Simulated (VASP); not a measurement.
# BaTiO3 (P4mm) in VASP: notebook

The runs below take BaTiO3 through single point, with PBEsol.

Everything below comes from runs of VASP 6.6.1. Logs are shortened: lines on timing, memory, paths and dates and some standing lists are left out, and cuts for length are marked.

## Step 1: The cell of the first run

It takes space group P4mm (No. 99, tetragonal). Conventional cell: a = 4.000 Å, b = 4.000 Å, c = 4.058 Å, α = 90.00°, β = 90.00°, γ = 90.00°. Within 3.7 Å of Ba (site symmetry 4mm) lie 12 O at 2.81 to 2.89 Å and 8 Ti at 3.44 to 3.52 Å. Ti (site symmetry 4mm) has 6 O at 1.89 to 2.17 Å within 2.5 Å. O (site symmetry 4mm) has 2 Ti at 1.89 to 2.17 Å within 2.5 Å. O (site symmetry 2mm) has 2 Ti at 2.00 Å and 4 Ba at 2.81 to 2.89 Å and 8 O at 2.83 to 2.85 Å within 2.9 Å.

## Step 2: Single point, PBEsol (zz strain of +1 %)

Contents of INCAR:

```
SYSTEM = BaTiO3
ALGO = Normal ; EDIFF = 1E-6
ENCUT = 520 ; GGA = PS
ISIF = 2 ; ISMEAR = -1
LASPH = .True. ; LCHARG = .True.
LELF = .True. ; LREAL = .False.
LVHAR = .True. ; LWAVE = .False.
NBANDS = 28 ; NELM = 100
PREC = Accurate ; SIGMA = 0.08
```

Contents of KPOINTS:

```
k-points
0
Gamma
  7 7 7
  0 0 0
```

Contents of POSCAR:

```
BaTiO3
1.0
    3.9998000000      0.0000000000      0.0000000000
    0.0000000000      3.9998000000      0.0000000000
    0.0000000000      0.0000000000      4.0581800000
Ba Ti O
1 1 3
Direct
    0.0000000000      0.0000000000      0.0000000000
    0.5000000000      0.5000000000      0.4820000000
    0.5000000000      0.5000000000      0.0160000000
    0.5000000000      0.0000000000      0.5150000000
    0.0000000000      0.5000000000      0.5150000000
```

Potentials or basis: VASP PAW PBE potentials, release 64 (Ba_sv, Ti_sv, O).

On the command line:

```sh
$ cat potpaw_PBE.64/Ba_sv/POTCAR potpaw_PBE.64/Ti_sv/POTCAR potpaw_PBE.64/O/POTCAR > POTCAR
$ mpirun -np 1 vasp_std > vasp.out
```

OUTCAR:

```text
SYSTEM = BaTiO3
   EDIFF = 1E-6
   ENCUT = 520
   GGA = PS
   ISIF = 2
   ISMEAR = -1
   LASPH = .True.
   LREAL = .False.
   NELM = 100
   PREC = Accurate

 ion  position               nearest neighbor table
   1  0.000  0.000  0.000-   4 2.81   5 2.81   5 2.81   4 2.81   3 2.83   3 2.83   3 2.83   3 2.83
                             4 2.89   5 2.89   5 2.89   4 2.89   2 3.44   2 3.44   2 3.44   2 3.44
   2  0.500  0.500  0.482-   3 1.89   4 2.00   5 2.00   4 2.00   5 2.00   3 2.17   1 3.44   1 3.44
                             1 3.44   1 3.44   1 3.52   1 3.52   1 3.52   1 3.52
   3  0.500  0.500  0.016-   2 1.89   2 2.17   1 2.83   1 2.83   1 2.83   1 2.83
   4  0.500  0.000  0.515-   2 2.00   2 2.00   1 2.81   1 2.81   1 2.89   1 2.89
   5  0.000  0.500  0.515-   2 2.00   2 2.00   1 2.81   1 2.81   1 2.89   1 2.89

  LATTYP: Found a simple tetragonal cell.
 ALAT       =     3.9998000000
 C/A-ratio  =     1.0145957298

  Lattice vectors:

 A1 = (   3.9998000000,   0.0000000000,   0.0000000000)
 A2 = (   0.0000000000,   3.9998000000,   0.0000000000)
 A3 = (   0.0000000000,   0.0000000000,   4.0581800000)

Analysis of symmetry for initial positions (statically):
=====================================================================
 Subroutine PRICEL returns:
 Original cell was already a primitive cell.

 Routine SETGRP: Setting up the symmetry group for a
 simple tetragonal supercell.

 Subroutine GETGRP returns: Found  8 space group operations
 (whereof  8 operations were pure point group operations)
 out of a pool of 16 trial point group operations.

The static configuration has the point symmetry C_4v.

Analysis of symmetry for dynamics (positions and initial velocities):
=====================================================================
 Subroutine PRICEL returns:
 Original cell was already a primitive cell.

 Routine SETGRP: Setting up the symmetry group for a
 simple tetragonal supercell.

 Subroutine GETGRP returns: Found  8 space group operations
 (whereof  8 operations were pure point group operations)
 out of a pool of 16 trial point group operations.

The dynamic configuration has the point symmetry C_4v.

 Subroutine INISYM returns: Found  8 space group operations
 (whereof  8 operations are pure point group operations),
 and found     1 'primitive' translations

----------------------------------------------------------------------------------------

                                     Primitive cell

  volume of cell :      64.9244

  direct lattice vectors                    reciprocal lattice vectors
     3.999800000  0.000000000  0.000000000     0.250012501  0.000000000  0.000000000
     0.000000000  3.999800000  0.000000000     0.000000000  0.250012501  0.000000000
     0.000000000  0.000000000  4.058180000     0.000000000  0.000000000  0.246415881

  length of vectors
     3.999800000  3.999800000  4.058180000     0.250012501  0.250012501  0.246415881

  position of ions in fractional coordinates (direct lattice)
     0.000000000  0.000000000  0.000000000
     0.500000000  0.500000000  0.482000000
     0.500000000  0.500000000  0.016000000
     0.500000000  0.000000000  0.515000000
     0.000000000  0.500000000  0.515000000

  ion indices of the primitive-cell ions
   primitive index   ion index
                 1           1
                 2           2
                 3           3
                 4           4
                 5           5

----------------------------------------------------------------------------------------

 KPOINTS: k-points

Automatic generation of k-mesh.
 Grid dimensions read from file:
 generate k-points for:    7    7    7

 Generating k-lattice:

  Cartesian coordinates                     Fractional coordinates (reciprocal lattice)
     0.035716072  0.000000000  0.000000000     0.142857143  0.000000000  0.000000000
     0.000000000  0.035716072  0.000000000     0.000000000  0.142857143  0.000000000
     0.000000000  0.000000000  0.035202269     0.000000000  0.000000000  0.142857143

  Length of vectors
     0.035716072  0.035716072  0.035202269

  Shift w.r.t. Gamma in fractional coordinates (k-lattice)
     0.000000000  0.000000000  0.000000000

 Subroutine IBZKPT returns following result:
 ===========================================

 Found     40 irreducible k-points:

 Following reciprocal coordinates:
            Coordinates               Weight
  0.000000  0.000000  0.000000      1.000000
  0.142857  0.000000  0.000000      4.000000
  0.285714  0.000000  0.000000      4.000000
  0.428571  0.000000  0.000000      4.000000
  0.142857  0.142857  0.000000      4.000000
  0.285714  0.142857  0.000000      8.000000
[... 16 lines left out ...]
  0.285714  0.000000  0.285714      8.000000
  0.428571  0.000000  0.285714      8.000000
 [... further k-points ...]
   k-points           NKPTS =     40   k-points in BZ     NKDIM =     40   number of bands    NBANDS=     28
   number of dos      NEDOS =    301   number of ions     NIONS =      5
   total plane-waves  NPLWV =  27000
   dimension x,y,z NGX =    30 NGY =   30 NGZ =   30
   dimension x,y,z NGXF=    60 NGYF=   60 NGZF=   60
   ions per type =               1   1   3
   NGX,Y,Z   is equivalent  to a cutoff of  12.47, 12.47, 12.29 a.u.
   NGXF,Y,Z  is equivalent  to a cutoff of  24.94, 24.94, 24.58 a.u.
 SYSTEM =  BaTiO3
   PREC   = accura    normal or accurate (medium, high low for compatibility)
   ISTART =      0    job   : 0-new  1-cont  2-samecut
   ICHARG =      2    charge: 1-file 2-atom 10-const
   ISPIN  =      1    spin polarized calculation?
   LNONCOLLINEAR =      F non collinear calculations
   LSORBIT =      F    spin-orbit coupling
   LASPH  =      T    aspherical Exc in radial PAW
   ENCUT  =  520.0 eV  38.22 Ry    6.18 a.u.   7.44  7.44  7.55*2*pi/ulx,y,z
   NELM   =    100;   NELMIN=  2; NELMDL= -5     # of ELM steps
   EDIFF  = 0.1E-05   stopping-criterion for ELM
   LREAL  =      F    real-space projection
   EDIFFG = 0.1E-04   stopping-criterion for IOM
   NSW    =      0    number of steps for IOM
   IBRION =     -1    ionic relax: 0-MD 1-quasi-New 2-CG
   NFREE  =      0    steps in history (QN), initial steepest desc. (CG)
   ISIF   =      2    stress and relaxation
   ISYM   =      2    0-nonsym 1-usesym 2-fastsym
   POTIM  = 0.5000    time-step for ionic-motion
   TEBEG  =    0.0;   TEEND  =   0.0 temperature during run
   PSTRESS=    0.0 pullay stress
   NELECT =      40.0000    total number of electrons
   NUPDOWN=      -1.0000    fix difference up-down
   EMIN   =  10.00;   EMAX   =-10.00  energy-range for DOS
   EFERMI =   0.00;   METHOD = LEGACY
   ISMEAR =    -1;   SIGMA  =   0.08  broadening in eV -4-tet -1-fermi 0-gaus
   EFERMI_NEDOS =   21; number of points for ismear=-14 and -15
   IALGO  =     38    algorithm
   IMIX   =      4    mixing-type and parameters
     AMIX     =   0.40;   BMIX     =  1.00
     AMIX_MAG =   1.60;   BMIX_MAG =  1.00
  volume/ion in A,a.u.               =      12.98        87.63
  Fermi-wavevector in a.u.,A,eV,Ry     =   1.393025  2.632435 26.402355  1.940518
  Thomas-Fermi vector in A             =   2.516711
   LORBIT       =      0    0 simple, 1 ext, 2 COOP (PROOUT), +10 PAW based schemes
   GGA     = PS    functional components
   LHFCALC =     F    Hartree Fock is set to
   AEXX    =    0.0000 exact exchange contribution
   IVDW    =     0    specifies the selected vdW correction
   LEPSILON=     F    determine dielectric tensor
   LRPA    =     F    only Hartree local field effects (RPA)
 non-spin polarized calculation
  energy-cutoff  :      520.00
  volume of cell :       64.92
 maximum number of plane-waves:      1771
 NGX is ok and might be reduce to    30
   NGX = 15   NGY = 15   NGZ = 15

 number of electron      39.9999980 magnetization

 Free energy of the ion-electron system (eV)
  ---------------------------------------------------
  ext. energy  EPLUGINS =         0.00000000
  ---------------------------------------------------
  free energy    TOTEN  =       -41.97936208 eV

  energy without entropy =      -41.97936042  energy(sigma->0) =      -41.97936125

 E-fermi :   4.5465     XC(G=0): -11.4466

 val. band max:        3.5536926917   @ k =   0.4286   0.4286   0.4286
 cond. band min:       5.3649872635   @ k =   0.0000   0.0000   0.0000
 fundamental gap:      1.8112945718
 Fermi energy:         4.5465284005

 k-point     1 :       0.0000    0.0000    0.0000
  band No.  band energies     occupation
      1     -52.7213      2.00000
      2     -29.0769      2.00000
      3     -29.0410      2.00000
      4     -29.0410      2.00000
      5     -21.2070      2.00000
      6     -13.1920      2.00000
[... 20 lines left out ...]
     27       8.5732      0.00000
     28      10.6130      0.00000

 k-point     2 :       0.1429    0.0000    0.0000
  band No.  band energies     occupation
      1     -52.7211      2.00000
      2     -29.0765      2.00000
      3     -29.0511      2.00000
      4     -29.0406      2.00000
      5     -21.1851      2.00000
      6     -13.2040      2.00000
[... 20 lines left out ...]
     27       8.9636      0.00000
     28      11.1057      0.00000

 k-point     3 :       0.2857    0.0000    0.0000
  band No.  band energies     occupation
      1     -52.7207      2.00000
      2     -29.0759      2.00000
      3     -29.0735      2.00000
      4     -29.0397      2.00000
      5     -21.1350      2.00000
      6     -13.2920      2.00000
[... 20 lines left out ...]
     27       9.9114      0.00000
     28      11.8077      0.00000

 k-point     4 :       0.4286    0.0000    0.0000
  band No.  band energies     occupation
      1     -52.7203      2.00000
      2     -29.0917      2.00000
      3     -29.0749      2.00000
      4     -29.0390      2.00000
      5     -21.0939      2.00000
      6     -13.3981      2.00000
[... 20 lines left out ...]
     27      10.8829      0.00000
     28      11.7001      0.00000

 k-point     5 :       0.1429    0.1429    0.0000
  band No.  band energies     occupation
      1     -52.7209      2.00000
      2     -29.0761      2.00000
      3     -29.0509      2.00000
      4     -29.0504      2.00000
      5     -21.1645      2.00000
      6     -13.1937      2.00000
[... 20 lines left out ...]
     27       9.2836      0.00000
     28      11.3802      0.00000

 k-point     6 :       0.2857    0.1429    0.0000
  band No.  band energies     occupation
      1     -52.7205      2.00000
      2     -29.0755      2.00000
      3     -29.0729      2.00000
      4     -29.0497      2.00000
      5     -21.1176      2.00000
      6     -13.2330      2.00000
[... 463 lines left out ...]
      5     -21.1421      2.00000
      6     -13.2802      2.00000
[... 20 lines left out ...]
     27       9.8889      0.00000
     28      11.8465      0.00000

 k-point    22 :       0.1429    0.0000    0.2857
  band No.  band energies     occupation
      1     -52.7206      2.00000
      2     -29.1043      2.00000
      3     -29.0499      2.00000
      4     -29.0396      2.00000
      5     -21.1246      2.00000
      6     -13.2189      2.00000
[... 20 lines left out ...]
     27      10.2683      0.00000
     28      12.1043      0.00000

 k-point    23 :       0.2857    0.0000    0.2857
  band No.  band energies     occupation
      1     -52.7202      2.00000
      2     -29.1031      2.00000
      3     -29.0721      2.00000
      4     -29.0387      2.00000
      5     -21.0846      2.00000
      6     -13.1168      2.00000
[... 20 lines left out ...]
     27      11.2744      0.00000
     28      11.9915      0.00000

 k-point    24 :       0.4286    0.0000    0.2857
  band No.  band energies     occupation
      1     -52.7198      2.00000
      2     -29.1020      2.00000
      3     -29.0899      2.00000
      4     -29.0380      2.00000
      5     -21.0520      2.00000
      6     -13.0931      2.00000
[... 20 lines left out ...]
     27      11.8773      0.00000
     28      12.3477      0.00000

 [... further k-points ...]

------------------------ aborting loop because EDIFF is reached ----------------------------------------

  FORCE on cell =-STRESS in cart. coord.  units (eV):
  Direction    XX          YY          ZZ          XY          YZ          ZX
  --------------------------------------------------------------------------------------
  -------------------------------------------------------------------------------------
  Total       -1.3543494     -1.3543494     -1.4876922      0.0000000      0.0000000      0.0000000
  in kB      -33.4220766    -33.4220766    -36.7126575      0.0000000      0.0000000      0.0000000
  external PRESSURE =     -34.5189369 kB  Pullay stress =       0.0000000 kB

 VOLUME and BASIS-vectors are now :
 -----------------------------------------------------------------------------
  energy-cutoff  :      520.00
  volume of cell :       64.92
      direct lattice vectors                 reciprocal lattice vectors
     3.999800000  0.000000000  0.000000000     0.250012501  0.000000000  0.000000000
     0.000000000  3.999800000  0.000000000     0.000000000  0.250012501  0.000000000
     0.000000000  0.000000000  4.058180000     0.000000000  0.000000000  0.246415881

 POSITION                                       TOTAL-FORCE (eV/Angst)
 -----------------------------------------------------------------------------------
      0.00000      0.00000      0.00000         0.000000      0.000000     -0.097660
      1.99990      1.99990      1.95604         0.000000     -0.000000     -0.096607
      1.99990      1.99990      0.06493         0.000000      0.000000      0.527617
      1.99990      0.00000      2.08996         0.000000      0.000000     -0.166675
      0.00000      1.99990      2.08996        -0.000000      0.000000     -0.166675
 -----------------------------------------------------------------------------------
    total drift:                                0.000000      0.000000      0.000189

  FREE ENERGIE OF THE ION-ELECTRON SYSTEM (eV)
  ---------------------------------------------------
  free  energy   TOTEN  =       -41.9793620842 eV

  energy  without entropy=      -41.9793604163  energy(sigma->0) =      -41.97936125
```

Wall time 78 s (1 thread of Intel Xeon Platinum 8259CL at 2.50GHz (Skylake/Cascade Lake), shared host); peak memory 0.21 GiB.

Results:

- Free energy: -41.9794 eV
- Pressure: -3.5 GPa
- Largest force: 0.528 eV/Å
- Band gap on the k mesh: 1.81 eV (least direct gap 2.06 eV)

Forces on the atoms (eV/Å):
```
Ba   0.000  0.000 -0.098
Ti   0.000  0.000 -0.097
O    0.000  0.000  0.528
O    0.000  0.000 -0.167
O    0.000  0.000 -0.167
```

Stress tensor (GPa, compression positive):
```
-3.34  0.00  0.00
 0.00 -3.34  0.00
 0.00  0.00 -3.67
```

Caveat: the cell differs from its parent crystal (zz strain of +1 %); the cell stands under tension; the PAW data sets were made with another functional, which shifts forces and pressure a little; spin-orbit coupling is left out, which moves the levels of the heavy elements; an odd mesh through Γ misses points on the zone boundary, where band edges can lie.

## Step 3: Single point, PBEsol (zz strain of +3 %)

Contents of INCAR:

```
ALGO     = Normal         # electronic algorithm
EDIFF    = 1E-6           # SCF threshold, eV
ENCUT    = 520            # plane-wave cutoff, eV
GGA      = PS             # functional
ISIF     = 2              # what is computed and relaxed
ISMEAR   = -1             # smearing method
LASPH    = True           # aspherical terms in the spheres
LCHARG   = False          # write CHGCAR
LREAL    = False          # projectors in reciprocal space
LWAVE    = False          # write WAVECAR
NBANDS   = 28             # bands
NELM     = 80             # most SCF steps
PREC     = Accurate       # precision mode
SIGMA    = 0.08           # smearing width, eV
```

Contents of KPOINTS:

```
k-points
0
Gamma
  7 7 7
```

Edit POSCAR of step 2 so:

```diff
@@ -4,3 +4,3 @@
     0.0000000000      3.9998000000      0.0000000000
-    0.0000000000      0.0000000000      4.0581800000
+    0.0000000000      0.0000000000      4.1385400000
 Ba Ti O
```

Potentials or basis: VASP PAW PBE potentials, release 64 (Ba_sv, Ti_sv, O).

On the command line:

```sh
$ cat potpaw_PBE.64/Ba_sv/POTCAR potpaw_PBE.64/Ti_sv/POTCAR potpaw_PBE.64/O/POTCAR > POTCAR
$ mpirun -np 1 vasp_std > vasp.out
```

It took 76 s on 1 thread of Intel Xeon Platinum 8259CL at 2.50GHz (Skylake/Cascade Lake), shared host; peak memory 0.22 GiB.

Results (log left out):

```
Free energy            : -41.9307 eV
Pressure               : -6.3 GPa
Largest force          : 0.816 eV/Å
Band gap on the k mesh : 1.77 eV (least direct gap 2.06 eV)
```

Forces on the atoms (eV/Å):
```
Ba   0.000  0.000 -0.126
Ti   0.000  0.000 -0.343
O    0.000  0.000  0.816
O    0.000  0.000 -0.174
O    0.000  0.000 -0.174
```

Stress tensor (GPa, compression positive):
```
-5.18  0.00  0.00
 0.00 -5.18  0.00
 0.00  0.00 -8.66
```

Levels at points of the mesh, in eV from the valence-band top:
```
           k point  band 18  band 19  band 20  band 21  band 22  band 23
(0.00, 0.00, 0.00)    -0.35    -0.29    -0.29     1.77     2.01     2.01
```

Caveat: the cell differs from its parent crystal (zz strain of +3 %); the cell stands under tension; the PAW data sets were made with another functional, which shifts forces and pressure a little; spin-orbit coupling is left out, which moves the levels of the heavy elements; an odd mesh through Γ misses points on the zone boundary, where band edges can lie.
